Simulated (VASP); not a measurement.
# Al (I4/mmm) in VASP: notebook

Runs on Al. Level: r2SCAN. Tasks: single point.

Program: VASP 6.6.1. These are calculated values, not measurements. Logs are shortened: lines on timing, memory, paths and dates and some standing lists are left out, and cuts for length are marked.

## (1) The cell of the first run

The structure is tetragonal, space group I4/mmm (No. 139). The conventional cell has a = 2.902 Å, b = 2.902 Å, c = 3.939 Å, α = 90.00°, β = 90.00°, γ = 90.00°. Al (site symmetry 4/mmm) has 12 Al at 2.84 to 2.90 Å within 3.7 Å.

## (2) Single point, r2SCAN

POSCAR

```
Al
1.0
    0.0000000000      2.0517091992      1.9696408312
    2.0517091992      0.0000000000      1.9696408312
    2.0517091992      2.0517091992      0.0000000000
Al
1
Direct
    0.0000000000      0.0000000000      0.0000000000
```

INCAR.step1

```
PREC = Accurate
ENCUT = 520
ISMEAR = 0
SIGMA = 0.15
LREAL = False
LASPH = True
NELM = 100
NBANDS = 8
GGA = PE
ALGO = Normal
EDIFF = 1E-4
LWAVE = True
LCHARG = False
```

INCAR.step2

```
PREC = Accurate
ENCUT = 520
EDIFF = 1E-6
ISMEAR = 0
SIGMA = 0.15
LREAL = False
LASPH = True
NELM = 100
ALGO = Normal
ISIF = 2
LWAVE = False
LCHARG = True
METAGGA = R2SCAN
LMIXTAU = True
LELF = True
LVHAR = True
NBANDS = 8
ISTART = 1
```

KPOINTS

```
Automatic mesh
0
Gamma
  22 22 22
```

Potentials or basis: VASP PAW PBE potentials, release 64 (Al).

Started as:

```sh
$ cat potpaw_PBE.64/Al/POTCAR > POTCAR
$ cp INCAR.step1 INCAR
$ mpirun -np 1 vasp_std > vasp.out
$ cp INCAR.step2 INCAR
$ mpirun -np 1 vasp_std > vasp.out
```

OUTCAR:

```text
PREC = Accurate
   ENCUT = 520
   EDIFF = 1E-6
   ISMEAR = 0
   LREAL = False
   LASPH = True
   NELM = 100
   ISIF = 2
   METAGGA = R2SCAN
   ISTART = 1

 ion  position               nearest neighbor table
   1  0.000  0.000  0.000-

  LATTYP: Found a body centered tetragonal cell.
 ALAT       =     2.9015549756
 C/A-ratio  =     1.3576450199

  Lattice vectors:

 A1 = (   0.0000000000,  -2.0517091992,  -1.9696408312)
 A2 = (   0.0000000000,   2.0517091992,  -1.9696408312)
 A3 = (   2.0517091992,   0.0000000000,   1.9696408312)

Analysis of symmetry for initial positions (statically):
=====================================================================
 Subroutine PRICEL returns:
 Original cell was already a primitive cell.

 Routine SETGRP: Setting up the symmetry group for a
 body centered tetragonal supercell.

 Subroutine GETGRP returns: Found 16 space group operations
 (whereof 16 operations were pure point group operations)
 out of a pool of 16 trial point group operations.

The static configuration has the point symmetry D_4h.

Analysis of symmetry for dynamics (positions and initial velocities):
=====================================================================
 Subroutine PRICEL returns:
 Original cell was already a primitive cell.

 Routine SETGRP: Setting up the symmetry group for a
 body centered tetragonal supercell.

 Subroutine GETGRP returns: Found 16 space group operations
 (whereof 16 operations were pure point group operations)
 out of a pool of 16 trial point group operations.

The dynamic configuration has the point symmetry D_4h.

 Subroutine INISYM returns: Found 16 space group operations
 (whereof 16 operations are pure point group operations),
 and found     1 'primitive' translations

----------------------------------------------------------------------------------------

                                     Primitive cell

  volume of cell :      16.5824

  direct lattice vectors                    reciprocal lattice vectors
     0.000000000  2.051709199  1.969640831    -0.243699253  0.243699253  0.253853389
     2.051709199  0.000000000  1.969640831     0.243699253 -0.243699253  0.253853389
     2.051709199  2.051709199  0.000000000     0.243699253  0.243699253 -0.253853389

  length of vectors
     2.844115968  2.844115968  2.901554976     0.428042282  0.428042282  0.428042282

  position of ions in fractional coordinates (direct lattice)
     0.000000000  0.000000000  0.000000000

  ion indices of the primitive-cell ions
   primitive index   ion index
                 1           1

----------------------------------------------------------------------------------------

 KPOINTS: Automatic mesh

Automatic generation of k-mesh.
 Grid dimensions read from file:
 generate k-points for:   22   22   22

 Generating k-lattice:

  Cartesian coordinates                     Fractional coordinates (reciprocal lattice)
    -0.011077239  0.011077239  0.011538790     0.045454545  0.000000000  0.000000000
     0.011077239 -0.011077239  0.011538790     0.000000000  0.045454545  0.000000000
     0.011077239  0.011077239 -0.011538790     0.000000000  0.000000000  0.045454545

  Length of vectors
     0.019456467  0.019456467  0.019456467

  Shift w.r.t. Gamma in fractional coordinates (k-lattice)
     0.000000000  0.000000000  0.000000000

 Subroutine IBZKPT returns following result:
 ===========================================

 Found    834 irreducible k-points:

 Following reciprocal coordinates:
            Coordinates               Weight
  0.000000  0.000000  0.000000      1.000000
  0.045455  0.000000  0.000000      8.000000
  0.090909  0.000000  0.000000      8.000000
  0.136364  0.000000  0.000000      8.000000
  0.181818  0.000000  0.000000      8.000000
  0.227273 -0.000000  0.000000      8.000000
[... 16 lines left out ...]
  0.500000  0.045455  0.000000      8.000000
 -0.454545  0.045455  0.000000      8.000000
 [... further k-points ...]
   k-points           NKPTS =    834   k-points in BZ     NKDIM =    834   number of bands    NBANDS=      8
   number of dos      NEDOS =    301   number of ions     NIONS =      1
   total plane-waves  NPLWV =  13824
   dimension x,y,z NGX =    24 NGY =   24 NGZ =   24
   dimension x,y,z NGXF=    48 NGYF=   48 NGZF=   48
   ions per type =               1
   NGX,Y,Z   is equivalent  to a cutoff of  14.03, 14.03, 13.75 a.u.
   NGXF,Y,Z  is equivalent  to a cutoff of  28.06, 28.06, 27.50 a.u.
 SYSTEM =  unknown system
   PREC   = accura    normal or accurate (medium, high low for compatibility)
   ISTART =      1    job   : 0-new  1-cont  2-samecut
   ICHARG =      0    charge: 1-file 2-atom 10-const
   ISPIN  =      1    spin polarized calculation?
   LNONCOLLINEAR =      F non collinear calculations
   LSORBIT =      F    spin-orbit coupling
   LASPH  =      T    aspherical Exc in radial PAW
   ENCUT  =  520.0 eV  38.22 Ry    6.18 a.u.   5.29  5.29  5.39*2*pi/ulx,y,z
   NELM   =    100;   NELMIN=  2; NELMDL=  0     # of ELM steps
   EDIFF  = 0.1E-05   stopping-criterion for ELM
   LREAL  =      F    real-space projection
   EDIFFG = 0.1E-04   stopping-criterion for IOM
   NSW    =      0    number of steps for IOM
   IBRION =     -1    ionic relax: 0-MD 1-quasi-New 2-CG
   NFREE  =      0    steps in history (QN), initial steepest desc. (CG)
   ISIF   =      2    stress and relaxation
   ISYM   =      2    0-nonsym 1-usesym 2-fastsym
   POTIM  = 0.5000    time-step for ionic-motion
   TEBEG  =    0.0;   TEEND  =   0.0 temperature during run
   PSTRESS=    0.0 pullay stress
   NELECT =       3.0000    total number of electrons
   NUPDOWN=      -1.0000    fix difference up-down
   EMIN   =  10.00;   EMAX   =-10.00  energy-range for DOS
   EFERMI =   0.00;   METHOD = LEGACY
   ISMEAR =     0;   SIGMA  =   0.15  broadening in eV -4-tet -1-fermi 0-gaus
   EFERMI_NEDOS =   21; number of points for ismear=-14 and -15
   IALGO  =     38    algorithm
   IMIX   =      4    mixing-type and parameters
     AMIX     =   0.40;   BMIX     =  1.00
     AMIX_MAG =   1.60;   BMIX_MAG =  1.00
  volume/ion in A,a.u.               =      16.58       111.90
  Fermi-wavevector in a.u.,A,eV,Ry     =   0.925903  1.749704 11.664236  0.857297
  Thomas-Fermi vector in A             =   2.051808
   LORBIT       =      0    0 simple, 1 ext, 2 COOP (PROOUT), +10 PAW based schemes
   METAGGA = R2SCAN    functional components
   LHFCALC =     F    Hartree Fock is set to
   AEXX    =    0.0000 exact exchange contribution
   IVDW    =     0    specifies the selected vdW correction
   LEPSILON=     F    determine dielectric tensor
   LRPA    =     F    only Hartree local field effects (RPA)
 non-spin polarized calculation
 Gauss-broadening in eV      SIGMA  =   0.15
  energy-cutoff  :      520.00
  volume of cell :       16.58
 maximum number of plane-waves:       463
 NGX is ok and might be reduce to    24
   NGX = 11   NGY = 11   NGZ = 11

 number of electron       3.0000000 magnetization

 Free energy of the ion-electron system (eV)
  ---------------------------------------------------
  ext. energy  EPLUGINS =         0.00000000
  ---------------------------------------------------
  free energy    TOTEN  =        -6.72852197 eV

  energy without entropy =       -6.72434467  energy(sigma->0) =       -6.72643332

 E-fermi :   7.9728     XC(G=0): -10.8888

 val. band max:        7.9656886958   @ k =  -0.2273   0.4545   0.3182
 cond. band min:       7.9750500169   @ k =  -0.3636   0.0455   0.3636
 fundamental gap:      0.0093613211
 Fermi energy:         7.9727913458

 k-point     1 :       0.0000    0.0000    0.0000
  band No.  band energies     occupation
      1      -3.8388      2.00000
      2      21.1306      0.00000
      3      21.1306      0.00000
      4      21.5887      0.00000
      5      23.0278      0.00000
      6      23.1811      0.00000
      7      23.1811      0.00000
      8      25.3203      0.00000

 k-point     2 :       0.0455    0.0000    0.0000
  band No.  band energies     occupation
      1      -3.7792      2.00000
      2      20.1009      0.00000
      3      20.9205      0.00000
      4      21.2589      0.00000
      5      23.3465      0.00000
      6      23.4813      0.00000
      7      23.6188      0.00000
      8      25.9751      0.00000

 k-point     3 :       0.0909    0.0000    0.0000
  band No.  band energies     occupation
      1      -3.6006      2.00000
      2      18.2452      0.00000
      3      20.4960      0.00000
      4      20.8504      0.00000
      5      23.7118      0.00000
      6      24.0514      0.00000
      7      24.1547      0.00000
      8      26.5431      0.00000

 k-point     4 :       0.1364    0.0000    0.0000
  band No.  band energies     occupation
      1      -3.3033      2.00000
      2      16.3018      0.00000
      3      20.0613      0.00000
      4      20.4670      0.00000
      5      23.6153      0.00000
      6      24.7478      0.00000
      7      24.8386      0.00000
      8      25.9010      0.00000

 k-point     5 :       0.1818    0.0000    0.0000
  band No.  band energies     occupation
      1      -2.8881      2.00000
      2      14.3840      0.00000
      3      19.6852      0.00000
      4      20.1526      0.00000
      5      23.4572      0.00000
      6      24.2480      0.00000
      7      25.2633      0.00000
      8      26.3926      0.00000
[... 177 lines left out ...]
 k-point    22 :       0.4545    0.0455    0.0000
  band No.  band energies     occupation
      1       1.7157      2.00000
      2       4.9993      2.00000
      3      18.2847      0.00000
      4      19.8991      0.00000
      5      20.2616      0.00000
      6      21.2248      0.00000
      7      24.9136      0.00000
      8      25.0008      0.00000

 k-point    23 :       0.5000    0.0455    0.0000
  band No.  band energies     occupation
      1       2.8375      2.00000
      2       3.7108      2.00000
      3      18.5406      0.00000
      4      19.5982      0.00000
      5      20.3285      0.00000
      6      20.8109      0.00000
      7      24.4828      0.00000
      8      25.3491      0.00000

 k-point    24 :      -0.4545    0.0455    0.0000
  band No.  band energies     occupation
      1       2.3844      2.00000
      2       4.2061      2.00000
      3      18.8975      0.00000
      4      19.2003      0.00000
      5      20.4954      0.00000
      6      20.6924      0.00000
      7      24.0953      0.00000
      8      25.8520      0.00000

 [... further k-points ...]
[... 5 lines left out ...]
  --------------------------------------------------------------------------------------
  -------------------------------------------------------------------------------------
  Total       -0.4656698     -0.4656698     -0.1762705      0.0000000      0.0000000     -0.0000000
  in kB      -44.9924846    -44.9924846    -17.0310558      0.0000000      0.0000000     -0.0000000
  external PRESSURE =     -35.6720083 kB  Pullay stress =       0.0000000 kB

 VOLUME and BASIS-vectors are now :
 -----------------------------------------------------------------------------
  energy-cutoff  :      520.00
  volume of cell :       16.58
      direct lattice vectors                 reciprocal lattice vectors
     0.000000000  2.051709199  1.969640831    -0.243699253  0.243699253  0.253853389
     2.051709199  0.000000000  1.969640831     0.243699253 -0.243699253  0.253853389
     2.051709199  2.051709199  0.000000000     0.243699253  0.243699253 -0.253853389

 POSITION                                       TOTAL-FORCE (eV/Angst)
 -----------------------------------------------------------------------------------
      0.00000      0.00000      0.00000         0.000000      0.000000     -0.000000
 -----------------------------------------------------------------------------------
    total drift:                               -0.000000      0.000000      0.000000

  FREE ENERGIE OF THE ION-ELECTRON SYSTEM (eV)
  ---------------------------------------------------
  free  energy   TOTEN  =        -6.7285219657 eV

  energy  without entropy=       -6.7243446682  energy(sigma->0) =       -6.72643332
```

Run time: 1.8 min. Hardware: 1 thread of Intel Xeon 6975P-C (Granite Rapids), shared host; peak memory 0.21 GiB.

What came out:

```
Free energy : -6.7285 eV
Pressure    : -3.6 GPa
```

Stress tensor (GPa, compression positive):
```
-4.50  0.00  0.00
 0.00 -4.50  0.00
 0.00  0.00 -1.70
```

Caveat: the PAW data sets were made with another functional, which shifts forces and pressure a little.

## (3) Single point, r2SCAN

POSCAR

```
Al
1.0
    0.0000000000      1.9913294518      2.0908959244
    1.9913294518      0.0000000000      2.0908959244
    1.9913294518      1.9913294518      0.0000000000
Al
1
Direct
    0.0000000000      0.0000000000      0.0000000000
```

INCAR.step1

```
SYSTEM = Al
PREC     = Accurate       ! precision mode
ENCUT    = 520            ! plane-wave cutoff, eV
ISMEAR   = 0              ! smearing method
SIGMA    = 0.15           ! smearing width, eV
LREAL    = .False.        ! projectors in reciprocal space
LASPH    = .True.         ! aspherical terms in the spheres
NELM     = 60             ! most SCF steps
NBANDS   = 8              ! bands
GGA      = PE             ! functional
ALGO     = Normal         ! electronic algorithm
EDIFF    = 1E-4           ! SCF threshold, eV
LWAVE    = .True.         ! write WAVECAR
LCHARG   = .False.        ! write CHGCAR
```

INCAR.step2

```
SYSTEM = Al
PREC     = Accurate       ! precision mode
ENCUT    = 520            ! plane-wave cutoff, eV
EDIFF    = 1E-6           ! SCF threshold, eV
ISMEAR   = 0              ! smearing method
SIGMA    = 0.15           ! smearing width, eV
LREAL    = .False.        ! projectors in reciprocal space
LASPH    = .True.         ! aspherical terms in the spheres
NELM     = 60             ! most SCF steps
ALGO     = Normal         ! electronic algorithm
ISIF     = 2              ! what is computed and relaxed
LWAVE    = .False.        ! write WAVECAR
LCHARG   = .False.        ! write CHGCAR
METAGGA  = R2SCAN         ! meta-GGA
LMIXTAU  = .True.       
NBANDS   = 8              ! bands
ISTART   = 1
```

KPOINTS

```
Automatic mesh
0
Gamma
  22 22 22
  0 0 0
```

Potentials or basis: VASP PAW PBE potentials, release 64 (Al).

Started as:

```sh
$ cat potpaw_PBE.64/Al/POTCAR > POTCAR
$ cp INCAR.step1 INCAR
$ mpirun -np 1 vasp_std > vasp.out
$ cp INCAR.step2 INCAR
$ mpirun -np 1 vasp_std > vasp.out
```

Run time: 2 min. Hardware: 1 thread of Intel Xeon 6975P-C (Granite Rapids), shared host; peak memory 0.21 GiB.

Results (log left out):

- Free energy: -6.7264 eV
- Pressure: -3.5 GPa

Stress tensor (GPa, compression positive):
```
-2.41  0.00  0.00
 0.00 -2.41  0.00
 0.00  0.00 -5.71
```

Levels at points of the mesh, in eV from the Fermi level:
```tsv
k point	band 1	band 2	band 3	band 4
(0.00, 0.00, 0.00)	-11.81	12.94	13.51	13.51
(0.50, 0.00, 0.00)	-4.98	-4.52	11.40	11.47
(0.50, 0.50, 0.00)	-3.64	-2.34	5.87	6.61
(0.50, 0.00, 0.50)	-2.90	-1.31	5.29	5.50
```

Caveat: the PAW data sets were made with another functional, which shifts forces and pressure a little.
